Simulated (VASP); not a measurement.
# HC14 in VASP: single point with PBEsol

Aim: the single point of HC14 with PBEsol.

Everything below comes from runs of VASP 6.6.1. Logs are shortened: lines on timing, memory, paths and dates and some standing lists are left out, and cuts for length are marked.

## Step 1: The cell of the first run

The cell holds a slab with vacuum, 15 atoms: a = 2.459 Å, b = 6.730 Å, c = 26.268 Å, α = 90.00°, β = 90.00°, γ = 90.00°.

## Step 2: Single point, PBEsol, collinear spin

Input file INCAR:

```
PREC = Accurate ; ENCUT = 520
EDIFF = 1E-6 ; ISMEAR = 0
SIGMA = 0.05 ; LREAL = Auto
LASPH = T ; NELM = 150
ALGO = Normal ; ISIF = 2
LWAVE = F ; LCHARG = F
ISPIN = 2 ; MAGMOM = 0 0 0 0 0 0 0 0 0 0 0 0 0 0 1
LORBIT = 11 ; LDIPOL = T
IDIPOL = 3 ; DIPOL = 0.5 0.5 0.472
GGA = PS ; NBANDS = 46
```

Input file KPOINTS:

```
Automatic mesh
0
Gamma
  11 4 1
```

Input file POSCAR:

```
HC14
1.0
    2.4588631543      0.0000000000      0.0000000000
    0.0000000000      6.7297643143      0.0000000000
    0.0000000000      0.0000000000     26.2678885212
C H
14 1
Direct
    0.5000000000      0.6445927086      0.3235890084
    0.0000000000      0.5557666168      0.3381603051
    0.0000000000      0.3780458171      0.3672743578
    0.5000000000      0.2892197253      0.3818456545
    0.5000000000      0.1114989255      0.4109597072
    0.0000000000      0.0226728338      0.4255310039
    0.0000000000      0.8449520340      0.4546450566
    0.5000000000      0.7562947872      0.4691568107
    0.5000000000      0.5782577673      0.4983887530
    0.0000000000      0.4898209860      0.5129278313
    0.0000000000      0.3110869964      0.5420968850
    0.5000000000      0.2227180794      0.5564151610
    0.5000000000      0.0417235630      0.5854872581
    0.0000000000      0.9489372403      0.6002884235
    0.5000000000      0.8291403124      0.6193391986
```

Potentials or basis: VASP PAW PBE potentials, release 64 (C, H).

Run with:

```console
cat potpaw_PBE.64/C/POTCAR potpaw_PBE.64/H/POTCAR > POTCAR
mpirun -np 1 vasp_std > vasp.out
```

OUTCAR:

```text
PREC = Accurate
   ENCUT = 520
   EDIFF = 1E-6
   ISMEAR = 0
   LREAL = Auto
   LASPH = T
   NELM = 150
   ISIF = 2
   ISPIN = 2
   LORBIT = 11
   GGA = PS

 ion  position               nearest neighbor table
   1  0.500  0.645  0.324-   2 1.42   2 1.42
   2  0.000  0.556  0.338-   3 1.42   1 1.42   1 1.42
   3  0.000  0.378  0.367-   2 1.42   4 1.42   4 1.42
   4  0.500  0.289  0.382-   5 1.42   3 1.42   3 1.42
   5  0.500  0.111  0.411-   4 1.42   6 1.42   6 1.42
   6  0.000  0.023  0.426-   7 1.42   5 1.42   5 1.42
   7  0.000  0.845  0.455-   8 1.42   8 1.42   6 1.42
   8  0.500  0.756  0.469-   7 1.42   7 1.42   9 1.42
   9  0.500  0.578  0.498-  10 1.42  10 1.42   8 1.42
  10  0.000  0.490  0.513-   9 1.42   9 1.42  11 1.43
  11  0.000  0.311  0.542-  12 1.42  12 1.42  10 1.43
  12  0.500  0.223  0.556-  11 1.42  11 1.42  13 1.44
  13  0.500  0.042  0.585-  14 1.43  14 1.43  12 1.44
  14  0.000  0.949  0.600-  13 1.43  13 1.43
  15  0.500  0.829  0.619-

  LATTYP: Found a simple orthorhombic cell.
 ALAT       =     2.4588631543
 B/A-ratio  =     2.7369413798
 C/A-ratio  =    10.6829403968

  Lattice vectors:

 A1 = (   2.4588631543,   0.0000000000,   0.0000000000)
 A2 = (   0.0000000000,   6.7297643143,   0.0000000000)
 A3 = (   0.0000000000,   0.0000000000,  26.2678885212)

Analysis of symmetry for initial positions (statically):
=====================================================================
 Subroutine PRICEL returns:
 Original cell was already a primitive cell.

 Routine SETGRP: Setting up the symmetry group for a
 simple orthorhombic supercell.

 Subroutine GETGRP returns: Found  2 space group operations
 (whereof  2 operations were pure point group operations)
 out of a pool of  8 trial point group operations.

The static configuration has the point symmetry C_1h.

Analysis of symmetry for dynamics (positions and initial velocities):
=====================================================================
 Subroutine PRICEL returns:
 Original cell was already a primitive cell.

 Routine SETGRP: Setting up the symmetry group for a
 simple orthorhombic supercell.

 Subroutine GETGRP returns: Found  2 space group operations
 (whereof  2 operations were pure point group operations)
 out of a pool of  8 trial point group operations.

The dynamic configuration has the point symmetry C_1h.

Analysis of structural, dynamic, and magnetic symmetry:
=====================================================================
 Subroutine PRICEL returns:
 Original cell was already a primitive cell.

 Routine SETGRP: Setting up the symmetry group for a
 simple orthorhombic supercell.

 Subroutine GETGRP returns: Found  2 space group operations
 (whereof  2 operations were pure point group operations)
 out of a pool of  8 trial point group operations.

The overall configuration has the point symmetry C_1h.

 Subroutine INISYM returns: Found  2 space group operations
 (whereof  2 operations are pure point group operations),
 and found     1 'primitive' translations

----------------------------------------------------------------------------------------

                                     Primitive cell

  volume of cell :     434.6697

  direct lattice vectors                    reciprocal lattice vectors
     2.458863154  0.000000000  0.000000000     0.406692011  0.000000000  0.000000000
     0.000000000  6.729764314  0.000000000     0.000000000  0.148593614  0.000000000
     0.000000000  0.000000000 26.267888521     0.000000000  0.000000000  0.038069295

  length of vectors
     2.458863154  6.729764314 26.267888521     0.406692011  0.148593614  0.038069295

  position of ions in fractional coordinates (direct lattice)
     0.500000000  0.644592709  0.323589008
     0.000000000  0.555766617  0.338160305
     0.000000000  0.378045817  0.367274358
     0.500000000  0.289219725  0.381845654
     0.500000000  0.111498926  0.410959707
     0.000000000  0.022672834  0.425531004
     0.000000000  0.844952034  0.454645057
     0.500000000  0.756294787  0.469156811
     0.500000000  0.578257767  0.498388753
     0.000000000  0.489820986  0.512927831
     0.000000000  0.311086996  0.542096885
     0.500000000  0.222718079  0.556415161
     0.500000000  0.041723563  0.585487258
     0.000000000  0.948937240  0.600288423
     0.500000000  0.829140312  0.619339199

  ion indices of the primitive-cell ions
   primitive index   ion index
                 1           1
                 2           2
                 3           3
[... 63 lines left out ...]
   dimension x,y,z NGXF=    36 NGYF=  100 NGZF=  392
   ions per type =              14   1
   NGX,Y,Z   is equivalent  to a cutoff of  12.17, 12.35, 12.40 a.u.
   NGXF,Y,Z  is equivalent  to a cutoff of  24.34, 24.70, 24.81 a.u.
 SYSTEM =  unknown system
   PREC   = accura    normal or accurate (medium, high low for compatibility)
   ISTART =      0    job   : 0-new  1-cont  2-samecut
   ICHARG =      2    charge: 1-file 2-atom 10-const
   ISPIN  =      2    spin polarized calculation?
   LNONCOLLINEAR =      F non collinear calculations
   LSORBIT =      F    spin-orbit coupling
   LASPH  =      T    aspherical Exc in radial PAW
   ENCUT  =  520.0 eV  38.22 Ry    6.18 a.u.   4.57 12.51 48.84*2*pi/ulx,y,z
   NELM   =    150;   NELMIN=  2; NELMDL= -5     # of ELM steps
   EDIFF  = 0.1E-05   stopping-criterion for ELM
   LREAL  =      T    real-space projection
   EDIFFG = 0.1E-04   stopping-criterion for IOM
   NSW    =      0    number of steps for IOM
   IBRION =     -1    ionic relax: 0-MD 1-quasi-New 2-CG
   NFREE  =      0    steps in history (QN), initial steepest desc. (CG)
   ISIF   =      2    stress and relaxation
   ISYM   =      2    0-nonsym 1-usesym 2-fastsym
   POTIM  = 0.5000    time-step for ionic-motion
   TEBEG  =    0.0;   TEEND  =   0.0 temperature during run
   PSTRESS=    0.0 pullay stress
   NELECT =      57.0000    total number of electrons
   NUPDOWN=      -1.0000    fix difference up-down
   EMIN   =  10.00;   EMAX   =-10.00  energy-range for DOS
   EFERMI =   0.00;   METHOD = LEGACY
   ISMEAR =     0;   SIGMA  =   0.05  broadening in eV -4-tet -1-fermi 0-gaus
   EFERMI_NEDOS =   21; number of points for ismear=-14 and -15
   IALGO  =     38    algorithm
   IMIX   =      4    mixing-type and parameters
     AMIX     =   0.40;   BMIX     =  1.00
     AMIX_MAG =   1.60;   BMIX_MAG =  1.00
  volume/ion in A,a.u.               =      28.98       195.55
  Fermi-wavevector in a.u.,A,eV,Ry     =   0.831725  1.571733  9.412064  0.691767
  Thomas-Fermi vector in A             =   1.944661
   LORBIT       =     11    0 simple, 1 ext, 2 COOP (PROOUT), +10 PAW based schemes
   GGA     = PS    functional components
   LHFCALC =     F    Hartree Fock is set to
   AEXX    =    0.0000 exact exchange contribution
   IVDW    =     0    specifies the selected vdW correction
   LEPSILON=     F    determine dielectric tensor
   LRPA    =     F    only Hartree local field effects (RPA)
 spin polarized calculation
 Gauss-broadening in eV      SIGMA  =   0.05
  energy-cutoff  :      520.00
  volume of cell :      434.67
 maximum number of plane-waves:     11837
   NGX =  9   NGY = 25   NGZ = 97

 dipolmoment           0.000000      0.000000      0.000651 electrons x Angstroem

 number of electron      57.0000013 magnetization       0.3425812

 dipolmoment           0.000000      0.000000     -0.123903 electrons x Angstroem

 Free energy of the ion-electron system (eV)
  ---------------------------------------------------
  ext. energy  EPLUGINS =         0.00000000
  ---------------------------------------------------
  free energy    TOTEN  =      -131.48464319 eV

  energy without entropy =     -131.47331809  energy(sigma->0) =     -131.47898064

 E-fermi :  -2.2909     XC(G=0):  -3.6352

 val. band max:       -2.3837335253   @ k =   0.2727   0.5000   0.0000
 cond. band min:      -2.2859203635   @ k =   0.1818   0.0000   0.0000
 fundamental gap:      0.0978131618
 Fermi energy:        -2.2909205836

 spin component 1

 k-point     1 :       0.0000    0.0000    0.0000
  band No.  band energies     occupation
      1     -21.6816      1.00000
      2     -21.2682      1.00000
      3     -20.6906      1.00000
      4     -19.9829      1.00000
      5     -19.1056      1.00000
      6     -18.0210      1.00000
[... 763 lines left out ...]
     39       5.8264      0.00000
     40       6.6401      0.00000
 Fermi energy:        -2.2909205836

 spin component 2

 k-point     1 :       0.0000    0.0000    0.0000
  band No.  band energies     occupation
      1     -21.6642      1.00000
      2     -21.2442      1.00000
      3     -20.6605      1.00000
      4     -19.9482      1.00000
      5     -19.0679      1.00000
      6     -17.9825      1.00000
[... 763 lines left out ...]
     39       5.8445      0.00000
     40       6.6592      0.00000
 [bands above 40 left out]

------------------------ aborting loop because EDIFF is reached ----------------------------------------

 vacuum level on the upper side and lower side of the slab       (xc-potential included)        -0.661         0.670

  FORCE on cell =-STRESS in cart. coord.  units (eV):
  Direction    XX          YY          ZZ          XY          YZ          ZX
  --------------------------------------------------------------------------------------
  -------------------------------------------------------------------------------------
  Total       -4.1292352      0.5104355      0.1473847      0.0000000     -0.3846505      0.0000000
  in kB      -15.2202165      1.8814476      0.5432548      0.0000000     -1.4178083      0.0000000
  external PRESSURE =      -4.2651714 kB  Pullay stress =       0.0000000 kB

 VOLUME and BASIS-vectors are now :
 -----------------------------------------------------------------------------
  energy-cutoff  :      520.00
  volume of cell :      434.67
      direct lattice vectors                 reciprocal lattice vectors
     2.458863154  0.000000000  0.000000000     0.406692011  0.000000000  0.000000000
     0.000000000  6.729764314  0.000000000     0.000000000  0.148593614  0.000000000
     0.000000000  0.000000000 26.267888521     0.000000000  0.000000000  0.038069295

 POSITION                                       TOTAL-FORCE (eV/Angst)
 -----------------------------------------------------------------------------------
      1.22943      4.33796      8.50000         0.000000     -1.387210      0.986678
      0.00000      3.74018      8.88276         0.000000      2.226394     -1.480655
      0.00000      2.54416      9.64752         0.000000     -0.879420      0.544902
      1.22943      1.94638     10.03028         0.000000      0.179938     -0.122593
      1.22943      0.75036     10.79504         0.000000     -0.153349      0.068649
      0.00000      0.15258     11.17780         0.000000      0.079570     -0.050101
      0.00000      5.68633     11.94257         0.000000      0.008909      0.003754
      1.22943      5.08969     12.32376         0.000000     -0.079204      0.049842
      1.22943      3.89154     13.09162         0.000000      0.060269     -0.041932
      0.00000      3.29638     13.47353         0.000000     -0.050343      0.035202
      0.00000      2.09354     14.23974         0.000000      0.052612     -0.028036
      1.22943      1.49884     14.61585         0.000000     -0.029227      0.023281
      1.22943      0.28079     15.37951         0.000000      0.028093     -0.014450
      0.00000      6.38612     15.76831         0.000000     -0.048949      0.017213
      1.22943      5.57992     16.26873         0.000000     -0.008083      0.008246
 -----------------------------------------------------------------------------------
    total drift:                                0.000000     -0.007209     -0.009149

  FREE ENERGIE OF THE ION-ELECTRON SYSTEM (eV)
  ---------------------------------------------------
  free  energy   TOTEN  =      -131.4846431912 eV

  energy  without entropy=     -131.4733180864  energy(sigma->0) =     -131.47898064

 vacuum level on the upper side and lower side of the slab         2.108         3.462

 total charge

# of ion       s       p       d       tot
------------------------------------------
    1        0.921   1.518   0.000   2.439
    2        0.862   1.779   0.000   2.641
    3        0.867   1.765   0.000   2.631
    4        0.862   1.791   0.000   2.653
    5        0.861   1.784   0.000   2.645
    6        0.860   1.790   0.000   2.650
    7        0.861   1.788   0.000   2.650
    8        0.860   1.789   0.000   2.649
    9        0.861   1.788   0.000   2.648
   10        0.860   1.788   0.000   2.648
   11        0.860   1.787   0.000   2.647
   12        0.860   1.783   0.000   2.643
   13        0.859   1.734   0.000   2.593
   14        0.848   1.643   0.000   2.491
   15        0.357   0.028   0.000   0.385
--------------------------------------------------
tot         12.458  24.555   0.000  37.013

 magnetization (x)

# of ion       s       p       d       tot
------------------------------------------
    1        0.000   0.003   0.000   0.004
    2       -0.000   0.000   0.000   0.000
    3       -0.000   0.002   0.000   0.002
    4        0.000   0.003   0.000   0.003
    5       -0.000  -0.001   0.000  -0.001
    6        0.000   0.008   0.000   0.008
    7       -0.000  -0.005   0.000  -0.005
    8        0.001   0.013   0.000   0.014
    9       -0.001  -0.008   0.000  -0.009
   10        0.001   0.021   0.000   0.022
   11       -0.002  -0.014   0.000  -0.016
   12        0.002   0.045   0.000   0.047
   13       -0.004  -0.030   0.000  -0.035
   14        0.008   0.137   0.000   0.146
   15       -0.006  -0.000   0.000  -0.006
--------------------------------------------------
tot         -0.000   0.174   0.000   0.174
```

It took 50 min on 1 thread of Oxide Virtual Turin-like, shared host; peak memory 0.81 GiB.

Results:

| Item | Value |
| --- | --- |
| Free energy | -131.4846 eV |
| Largest force | 2.674 eV/Å |
| Net moment | 0.34 μB per cell |
| Site moments | C +0.00, -0.00, +0.01, -0.01, +0.02, -0.02, +0.05, -0.04, +0.15 (each value once); H -0.01 μB |
| Valence electrons inside the program's atomic spheres | C 2.44, 2.64, 2.63, 2.65, 2.59, 2.49 (each value once); H 0.39 |

Forces on the atoms (eV/Å):
```
C    0.000 -1.387  0.987
C    0.000  2.226 -1.481
C    0.000 -0.879  0.545
C    0.000  0.180 -0.123
C    0.000 -0.153  0.069
C    0.000  0.080 -0.050
C    0.000  0.009  0.004
C    0.000 -0.079  0.050
C    0.000  0.060 -0.042
C    0.000 -0.050  0.035
C    0.000  0.053 -0.028
C    0.000 -0.029  0.023
C    0.000  0.028 -0.014
C    0.000 -0.049  0.017
H    0.000 -0.008  0.008
```

Caveat: the PAW data sets were made with another functional, which shifts forces and pressure a little.
